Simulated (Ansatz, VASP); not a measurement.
Cs: VASP beside Ansatz

File INCAR:

```
PREC     = Accurate       # precision mode
ENCUT    = 520            # plane-wave cutoff, eV
EDIFF    = 1E-6           # SCF threshold, eV
ISMEAR   = -4             # smearing method
SIGMA    = 0.1            # smearing width, eV
LREAL    = False          # projectors in reciprocal space
LASPH    = True           # aspherical terms in the spheres
NELM     = 60             # most SCF steps
ALGO     = Normal         # electronic algorithm
ISIF     = 2              # what is computed and relaxed
LWAVE    = False          # write WAVECAR
LCHARG   = False          # write CHGCAR
GGA      = RE             # functional
NBANDS   = 10             # bands
```

KPOINTS

```
regular mesh
0
Gamma
  9 9 9
```

File POSCAR:

```
Cs
1.0
   -3.0225000000      3.0225000000      3.0225000000
    3.0225000000     -3.0225000000      3.0225000000
    3.0225000000      3.0225000000     -3.0225000000
Cs
1
Direct
    0.0000000000      0.0000000000      0.0000000000
```

Input for Ansatz:

```yaml
crystal:
  lattice:
    - [-3.0225, 3.0225, 3.0225]
    - [3.0225, -3.0225, 3.0225]
    - [3.0225, 3.0225, -3.0225]
  atoms:
    - { symbol: Cs, position: [0.0, 0.0, 0.0] }
kpoints:
  mp_grid: { grid: [9, 9, 9] }
  band_path:
    path:
      - [0.0, 0.0, 0.0]
      - [0.5, -0.5, 0.5]
      - [0.0, 0.0, 0.5]
      - [0.0, 0.0, 0.0]
      - [0.25, 0.25, 0.25]
      - [0.5, -0.5, 0.5]
      - [0.25, 0.25, 0.25]
      - [0.0, 0.0, 0.5]
    npoints: 5
scf:
  occupations: { method: tetrahedron_uncorrected }
  lower_state_search: full
hamiltonian:
  xc: revpbe
  pseudopotentials: { kind: all_electron, lapw: { basis_error: 0.001 } }
output:
  forces: true
  stress: true
  eigenvalues: true
```

Alike in both runs: task single point; functional revPBE; k mesh 9 × 9 × 9; no spin polarisation.

|  | VASP | Ansatz |
| --- | --- | --- |
| version | VASP 6.6.1 | Ansatz 0.2.0 |
| potentials or method | VASP PAW PBE potentials, release 64 (Cs_sv), cutoff 520 eV | all-electron LAPW, scalar-relativistic |
| occupations | tetrahedron | tetrahedron-uncorrected |

|  | VASP | Ansatz | Ansatz less VASP |
| --- | --- | --- | --- |
| gap on the k mesh at the Fermi level (eV) | none | none | - |
| pressure (GPa) | 0.3 | 0.3 | +0.01 |

VASP's potentials were made for PBE, not for revPBE. A gap of «none» marks a metal or a gap that the smearing closes. Ansatz ran all-electron here, and VASP with PAW potentials. Ansatz's warnings: band table not solved further.

Neither program's run includes spin-orbit coupling.
